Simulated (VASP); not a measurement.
# LiF (P6_3mc) in VASP: further runs

The runs below take LiF through single point, with PBE.

All numbers are computed with VASP 6.6.1; they aren't measurements. Logs are shortened: lines on timing, memory, paths and dates and some standing lists are left out, and cuts for length are marked.

### Step 1. The cell of the first run

Symmetry: P6_3mc, No. 186, hexagonal system. Conventional cell: a = 3.061 Å, b = 3.061 Å, c = 4.804 Å, α = 90.00°, β = 90.00°, γ = 120.00°. Li (site symmetry 3m) has 4 F at 1.85 to 1.86 Å within 2.5 Å. Within 2.5 Å of F (site symmetry 3m) lie 4 Li at 1.85 to 1.86 Å.

### Step 2. Single point, PBE (9.74 Å³/atom)

Input file INCAR:

```
ALGO = Normal ; EDIFF = 1E-6
ENCUT = 520 ; GGA = PE
ISIF = 2 ; ISMEAR = 0
LASPH = T ; LCHARG = F
LREAL = F ; LWAVE = F
NBANDS = 18 ; NELM = 80
PREC = Accurate ; SIGMA = 0.01
```

Input file KPOINTS:

```
k-points
0
Gamma
  9 9 4
```

Input file POSCAR:

```
LiF
1.0
    3.0608059337      0.0000000000      0.0000000000
   -1.5304029668      2.6507356947      0.0000000000
    0.0000000000      0.0000000000      4.8039568878
Li F
2 2
Direct
    0.3333333333      0.6666666667      0.3808966878
    0.6666666667      0.3333333333      0.8808966878
    0.3333333333      0.6666666667      0.9941013122
    0.6666666667      0.3333333333      0.4941013122
```

Potentials or basis: VASP PAW PBE potentials, release 64 (Li_sv, F).

Launch:

```
cat potpaw_PBE.64/Li_sv/POTCAR potpaw_PBE.64/F/POTCAR > POTCAR
mpirun -np 1 vasp_std > vasp.out
```

OUTCAR:

```text
EDIFF = 1E-6
   ENCUT = 520
   GGA = PE
   ISIF = 2
   ISMEAR = 0
   LASPH = T
   LREAL = F
   NELM = 80
   PREC = Accurate

 ion  position               nearest neighbor table
   1  0.333  0.667  0.381-   4 1.85   4 1.85   4 1.85   3 1.86
   2  0.667  0.333  0.881-   3 1.85   3 1.85   3 1.85   4 1.86
   3  0.333  0.667  0.994-   2 1.85   2 1.85   2 1.85   1 1.86
   4  0.667  0.333  0.494-   1 1.85   1 1.85   1 1.85   2 1.86

  LATTYP: Found a hexagonal cell.
 ALAT       =     3.0608059337
 C/A-ratio  =     1.5695071794

  Lattice vectors:

 A1 = (   3.0608059337,   0.0000000000,   0.0000000000)
 A2 = (  -1.5304029668,   2.6507356947,   0.0000000000)
 A3 = (   0.0000000000,   0.0000000000,   4.8039568878)

Analysis of symmetry for initial positions (statically):
=====================================================================
 Subroutine PRICEL returns:
 Original cell was already a primitive cell.

 Routine SETGRP: Setting up the symmetry group for a
 hexagonal supercell.

 Subroutine GETGRP returns: Found 12 space group operations
 (whereof  6 operations were pure point group operations)
 out of a pool of 24 trial point group operations.

The static configuration has the point symmetry C_3v.
 The point group associated with its full space group is C_6v.

Analysis of symmetry for dynamics (positions and initial velocities):
=====================================================================
 Subroutine PRICEL returns:
 Original cell was already a primitive cell.

 Routine SETGRP: Setting up the symmetry group for a
 hexagonal supercell.

 Subroutine GETGRP returns: Found 12 space group operations
 (whereof  6 operations were pure point group operations)
 out of a pool of 24 trial point group operations.

The dynamic configuration has the point symmetry C_3v.
 The point group associated with its full space group is C_6v.

 Subroutine INISYM returns: Found 12 space group operations
 (whereof  6 operations are pure point group operations),
 and found     1 'primitive' translations

----------------------------------------------------------------------------------------

                                     Primitive cell

  volume of cell :      38.9764

  direct lattice vectors                    reciprocal lattice vectors
     3.060805934  0.000000000  0.000000000     0.326711337  0.188626879  0.000000000
    -1.530402967  2.650735695  0.000000000     0.000000000  0.377253757  0.000000000
     0.000000000  0.000000000  4.803956888     0.000000000  0.000000000  0.208161735

  length of vectors
     3.060805934  3.060805934  4.803956888     0.377253757  0.377253757  0.208161735

  position of ions in fractional coordinates (direct lattice)
     0.333333333  0.666666667  0.380896688
     0.666666667  0.333333333  0.880896688
     0.333333333  0.666666667  0.994101312
     0.666666667  0.333333333  0.494101312

  ion indices of the primitive-cell ions
   primitive index   ion index
                 1           1
                 2           2
                 3           3
                 4           4

----------------------------------------------------------------------------------------

 KPOINTS: k-points

Automatic generation of k-mesh.
 Grid dimensions read from file:
 generate k-points for:    9    9    4

 Generating k-lattice:

  Cartesian coordinates                     Fractional coordinates (reciprocal lattice)
     0.036301260  0.020958542  0.000000000     0.111111111  0.000000000  0.000000000
     0.000000000  0.041917084  0.000000000     0.000000000  0.111111111  0.000000000
     0.000000000  0.000000000  0.052040434     0.000000000  0.000000000  0.250000000

  Length of vectors
     0.041917084  0.041917084  0.052040434

  Shift w.r.t. Gamma in fractional coordinates (k-lattice)
     0.000000000  0.000000000  0.000000000

 Subroutine IBZKPT returns following result:
 ===========================================

 Found     36 irreducible k-points:

 Following reciprocal coordinates:
            Coordinates               Weight
  0.000000  0.000000  0.000000      1.000000
  0.111111 -0.000000  0.000000      6.000000
  0.222222  0.000000  0.000000      6.000000
  0.333333 -0.000000  0.000000      6.000000
  0.444444  0.000000  0.000000      6.000000
  0.111111  0.111111  0.000000      6.000000
[... 16 lines left out ...]
  0.333333  0.222222  0.250000     24.000000
  0.333333  0.333333  0.250000      4.000000
 [... further k-points ...]
   k-points           NKPTS =     36   k-points in BZ     NKDIM =     36   number of bands    NBANDS=     18
   number of dos      NEDOS =    301   number of ions     NIONS =      4
   total plane-waves  NPLWV =  20736
   dimension x,y,z NGX =    24 NGY =   24 NGZ =   36
   dimension x,y,z NGXF=    48 NGYF=   48 NGZF=   72
   ions per type =               2   2
   NGX,Y,Z   is equivalent  to a cutoff of  13.04, 13.04, 12.46 a.u.
   NGXF,Y,Z  is equivalent  to a cutoff of  26.07, 26.07, 24.92 a.u.
 SYSTEM =  unknown system
   PREC   = accura    normal or accurate (medium, high low for compatibility)
   ISTART =      0    job   : 0-new  1-cont  2-samecut
   ICHARG =      2    charge: 1-file 2-atom 10-const
   ISPIN  =      1    spin polarized calculation?
   LNONCOLLINEAR =      F non collinear calculations
   LSORBIT =      F    spin-orbit coupling
   LASPH  =      T    aspherical Exc in radial PAW
   ENCUT  =  520.0 eV  38.22 Ry    6.18 a.u.   5.69  5.69  8.93*2*pi/ulx,y,z
   NELM   =     80;   NELMIN=  2; NELMDL= -5     # of ELM steps
   EDIFF  = 0.1E-05   stopping-criterion for ELM
   LREAL  =      F    real-space projection
   EDIFFG = 0.1E-04   stopping-criterion for IOM
   NSW    =      0    number of steps for IOM
   IBRION =     -1    ionic relax: 0-MD 1-quasi-New 2-CG
   NFREE  =      0    steps in history (QN), initial steepest desc. (CG)
   ISIF   =      2    stress and relaxation
   ISYM   =      2    0-nonsym 1-usesym 2-fastsym
   POTIM  = 0.5000    time-step for ionic-motion
   TEBEG  =    0.0;   TEEND  =   0.0 temperature during run
   PSTRESS=    0.0 pullay stress
   NELECT =      20.0000    total number of electrons
   NUPDOWN=      -1.0000    fix difference up-down
   EMIN   =  10.00;   EMAX   =-10.00  energy-range for DOS
   EFERMI =   0.00;   METHOD = LEGACY
   ISMEAR =     0;   SIGMA  =   0.01  broadening in eV -4-tet -1-fermi 0-gaus
   EFERMI_NEDOS =   21; number of points for ismear=-14 and -15
   IALGO  =     38    algorithm
   IMIX   =      4    mixing-type and parameters
     AMIX     =   0.40;   BMIX     =  1.00
     AMIX_MAG =   1.60;   BMIX_MAG =  1.00
  volume/ion in A,a.u.               =       9.74        65.76
  Fermi-wavevector in a.u.,A,eV,Ry     =   1.310643  2.476756 23.371882  1.717785
  Thomas-Fermi vector in A             =   2.441159
   LORBIT       =      0    0 simple, 1 ext, 2 COOP (PROOUT), +10 PAW based schemes
   GGA     = PE    functional components
   LHFCALC =     F    Hartree Fock is set to
   AEXX    =    0.0000 exact exchange contribution
   IVDW    =     0    specifies the selected vdW correction
   LEPSILON=     F    determine dielectric tensor
   LRPA    =     F    only Hartree local field effects (RPA)
 non-spin polarized calculation
 Gauss-broadening in eV      SIGMA  =   0.01
  energy-cutoff  :      520.00
  volume of cell :       38.98
 maximum number of plane-waves:      1085
 NGX is ok and might be reduce to    24
   NGX = 11   NGY = 11   NGZ = 17

 number of electron      20.0000019 magnetization

 Free energy of the ion-electron system (eV)
  ---------------------------------------------------
  ext. energy  EPLUGINS =         0.00000000
  ---------------------------------------------------
  free energy    TOTEN  =       -19.26974986 eV

  energy without entropy =      -19.26974986  energy(sigma->0) =      -19.26974986

 E-fermi :  -2.3171     XC(G=0):  -8.9161

 val. band max:       -2.3851853407   @ k =   0.0000   0.0000   0.0000
 cond. band min:       5.5304994243   @ k =   0.0000   0.0000   0.0000
 fundamental gap:      7.9156847650
 Fermi energy:        -2.3171462454

 k-point     1 :       0.0000    0.0000    0.0000
  band No.  band energies     occupation
      1     -42.7687      2.00000
      2     -42.7244      2.00000
      3     -21.8534      2.00000
      4     -21.6122      2.00000
      5      -4.5945      2.00000
      6      -2.8571      2.00000
[... 10 lines left out ...]
     17      17.4567      0.00000
     18      18.1409      0.00000

 k-point     2 :       0.1111   -0.0000    0.0000
  band No.  band energies     occupation
      1     -42.7646      2.00000
      2     -42.7226      2.00000
      3     -21.8365      2.00000
      4     -21.6075      2.00000
      5      -4.5304      2.00000
      6      -2.9928      2.00000
[... 10 lines left out ...]
     17      17.6245      0.00000
     18      18.1504      0.00000

 k-point     3 :       0.2222    0.0000    0.0000
  band No.  band energies     occupation
      1     -42.7540      2.00000
      2     -42.7187      2.00000
      3     -21.7915      2.00000
      4     -21.5990      2.00000
      5      -4.3675      2.00000
      6      -3.3736      2.00000
[... 10 lines left out ...]
     17      17.6818      0.00000
     18      17.9032      0.00000

 k-point     4 :       0.3333   -0.0000    0.0000
  band No.  band energies     occupation
      1     -42.7408      2.00000
      2     -42.7153      2.00000
      3     -21.7328      2.00000
      4     -21.5955      2.00000
      5      -4.2778      2.00000
      6      -3.6814      2.00000
[... 10 lines left out ...]
     17      17.3264      0.00000
     18      18.3344      0.00000

 k-point     5 :       0.4444    0.0000    0.0000
  band No.  band energies     occupation
      1     -42.7308      2.00000
      2     -42.7146      2.00000
      3     -21.6841      2.00000
      4     -21.6032      2.00000
      5      -4.4221      2.00000
      6      -3.6596      2.00000
[... 10 lines left out ...]
     17      17.0269      0.00000
     18      18.7604      0.00000

 k-point     6 :       0.1111    0.1111    0.0000
  band No.  band energies     occupation
      1     -42.7573      2.00000
      2     -42.7198      2.00000
      3     -21.8056      2.00000
      4     -21.6012      2.00000
      5      -4.4125      2.00000
      6      -3.2489      2.00000
[... 10 lines left out ...]
     17      17.8948      0.00000
     18      18.3237      0.00000

 k-point     7 :       0.2222    0.1111    0.0000
  band No.  band energies     occupation
      1     -42.7453      2.00000
      2     -42.7163      2.00000
      3     -21.7535      2.00000
      4     -21.5954      2.00000
      5      -4.2371      2.00000
      6      -3.7162      2.00000
[... 10 lines left out ...]
     17      17.8379      0.00000
     18      18.3471      0.00000

 k-point     8 :       0.3333    0.1111    0.0000
  band No.  band energies     occupation
      1     -42.7334      2.00000
      2     -42.7145      2.00000
      3     -21.6981      2.00000
      4     -21.5986      2.00000
      5      -4.3143      2.00000
      6      -3.8079      2.00000
[... 10 lines left out ...]
     17      17.2246      0.00000
     18      18.6882      0.00000
[... 229 lines left out ...]
     17      17.5947      0.00000
     18      18.1337      0.00000

 k-point    20 :       0.3333    0.1111    0.2500
  band No.  band energies     occupation
      1     -42.7306      2.00000
      2     -42.7173      2.00000
      3     -21.6852      2.00000
      4     -21.6150      2.00000
      5      -4.2589      2.00000
      6      -3.8493      2.00000
[... 10 lines left out ...]
     17      17.3072      0.00000
     18      18.5365      0.00000

 k-point    21 :       0.4444    0.1111    0.2500
  band No.  band energies     occupation
      1     -42.7258      2.00000
      2     -42.7167      2.00000
      3     -21.6614      2.00000
      4     -21.6178      2.00000
      5      -4.3782      2.00000
      6      -3.8478      2.00000
[... 10 lines left out ...]
     17      17.0836      0.00000
     18      18.7131      0.00000

 k-point    22 :       0.2222    0.2222    0.2500
  band No.  band energies     occupation
      1     -42.7314      2.00000
      2     -42.7174      2.00000
      3     -21.6895      2.00000
      4     -21.6141      2.00000
      5      -4.0772      2.00000
      6      -4.0097      2.00000
[... 10 lines left out ...]
     17      17.7006      0.00000
     18      18.6118      0.00000

 k-point    23 :       0.3333    0.2222    0.2500
  band No.  band energies     occupation
      1     -42.7238      2.00000
      2     -42.7167      2.00000
      3     -21.6538      2.00000
      4     -21.6170      2.00000
      5      -4.3078      2.00000
      6      -3.8465      2.00000
[... 10 lines left out ...]
     17      17.2850      0.00000
     18      18.8956      0.00000

 k-point    24 :       0.3333    0.3333    0.2500
  band No.  band energies     occupation
      1     -42.7188      2.00000
      2     -42.7188      2.00000
      3     -21.6293      2.00000
      4     -21.6293      2.00000
      5      -4.3414      2.00000
      6      -3.6668      2.00000
[... 10 lines left out ...]
     17      16.9834      0.00000
     18      19.0205      0.00000

 [... further k-points ...]

------------------------ aborting loop because EDIFF is reached ----------------------------------------

  FORCE on cell =-STRESS in cart. coord.  units (eV):
  Direction    XX          YY          ZZ          XY          YZ          ZX
  --------------------------------------------------------------------------------------
  -------------------------------------------------------------------------------------
  Total        0.8735081      0.8735081      0.8112224      0.0000000      0.0000000      0.0000000
  in kB       35.9067600     35.9067600     33.3464184      0.0000000      0.0000000      0.0000000
  external PRESSURE =      35.0533128 kB  Pullay stress =       0.0000000 kB

 VOLUME and BASIS-vectors are now :
 -----------------------------------------------------------------------------
  energy-cutoff  :      520.00
  volume of cell :       38.98
      direct lattice vectors                 reciprocal lattice vectors
     3.060805934  0.000000000  0.000000000     0.326711337  0.188626879  0.000000000
    -1.530402967  2.650735695  0.000000000     0.000000000  0.377253757  0.000000000
     0.000000000  0.000000000  4.803956888     0.000000000  0.000000000  0.208161735

 POSITION                                       TOTAL-FORCE (eV/Angst)
 -----------------------------------------------------------------------------------
     -0.00000      1.76716      1.82981        -0.000000      0.000000      0.009664
      1.53040      0.88358      4.23179         0.000000     -0.000000      0.009664
     -0.00000      1.76716      4.77562         0.000000      0.000000     -0.009664
      1.53040      0.88358      2.37364        -0.000000     -0.000000     -0.009664
 -----------------------------------------------------------------------------------
    total drift:                                0.000001      0.000001     -0.006947

  FREE ENERGIE OF THE ION-ELECTRON SYSTEM (eV)
  ---------------------------------------------------
  free  energy   TOTEN  =       -19.2697498587 eV

  energy  without entropy=      -19.2697498587  energy(sigma->0) =      -19.26974986
```

Wall time 15 s (1 thread of Intel Xeon Platinum 8488C (Sapphire Rapids), shared host); peak memory 0.15 GiB.

What came out:

* Free energy: -19.2697 eV
* Largest force: 0.010 eV/Å
* Band gap on the k mesh: 7.92 eV

Forces on the atoms (eV/Å):
```
Li   0.000  0.000  0.010
Li   0.000  0.000  0.010
F    0.000  0.000 -0.010
F    0.000  0.000 -0.010
```

Levels at points of the mesh, in eV from the valence-band top:
```
           k point  band 7  band 8  band 9  band 10  band 11  band 12  band 13  band 14
(0.00, 0.00, 0.00)   -0.47   -0.15   -0.15     0.00     7.92    12.20    15.47    18.74
(0.00, 0.00, 0.50)   -0.31   -0.31   -0.31    -0.31     9.62     9.62    17.82    17.82
```

Caveat: the cutoff is under 1.25 times the usual one of these potentials, so pressure, stress and relaxed cells hold a basis-set (Pulay) error; an odd mesh through Γ misses points on the zone boundary, where band edges can lie.

### Step 3. Single point, PBE (10.06 Å³/atom)

This run uses another cell than the first one, of 10.06 Å³/atom.

Input file INCAR:

```
SYSTEM = LiF
PREC = Accurate ; ENCUT = 520
EDIFF = 1E-6 ; ISMEAR = 0
SIGMA = 0.01 ; LREAL = .False.
LASPH = .True. ; NELM = 80
ALGO = Normal ; ISIF = 2
LWAVE = .False. ; LCHARG = .False.
GGA = PE ; NBANDS = 18
```

Input file KPOINTS:

```
Automatic mesh
0
Gamma
  9 9 4
  0 0 0
```

Input file POSCAR:

```
LiF
1.0
    3.0930273114      0.0000000000      0.0000000000
   -1.5465136557      2.6786402263      0.0000000000
    0.0000000000      0.0000000000      4.8545285714
Li F
2 2
Direct
    0.3333333333      0.6666666667      0.3808966878
    0.6666666667      0.3333333333      0.8808966878
    0.3333333333      0.6666666667      0.9941013122
    0.6666666667      0.3333333333      0.4941013122
```

Potentials or basis: VASP PAW PBE potentials, release 64 (Li_sv, F).

Launch:

```
cat potpaw_PBE.64/Li_sv/POTCAR potpaw_PBE.64/F/POTCAR > POTCAR
mpirun -np 1 vasp_std > vasp.out
```

Wall time 15 s (1 thread of Intel Xeon Platinum 8488C (Sapphire Rapids), shared host); peak memory 0.16 GiB.

The run converged. Its results:

```yaml
Free_energy: -19.2922 eV
Largest_force: 0.004 eV/Å
Band_gap_on_the_k_mesh: 7.75 eV
```

Forces on the atoms (eV/Å):
```
Li   0.000  0.000  0.004
Li   0.000  0.000  0.004
F    0.000  0.000 -0.004
F    0.000  0.000 -0.004
```

Levels at points of the mesh, in eV from the valence-band top:
```
           k point  band 6  band 7  band 8  band 9  band 10  band 11  band 12  band 13  band 14  band 15
(0.00, 0.00, 0.00)   -0.45   -0.45   -0.14   -0.14     0.00     7.75    11.99    15.15    18.49    18.49
(0.00, 0.00, 0.50)   -1.12   -0.30   -0.30   -0.30    -0.30     9.43     9.43    17.54    17.54    18.75
```

Caveat: the cutoff is under 1.25 times the usual one of these potentials, so pressure, stress and relaxed cells hold a basis-set (Pulay) error; an odd mesh through Γ misses points on the zone boundary, where band edges can lie.

[end of part 1 of 2]
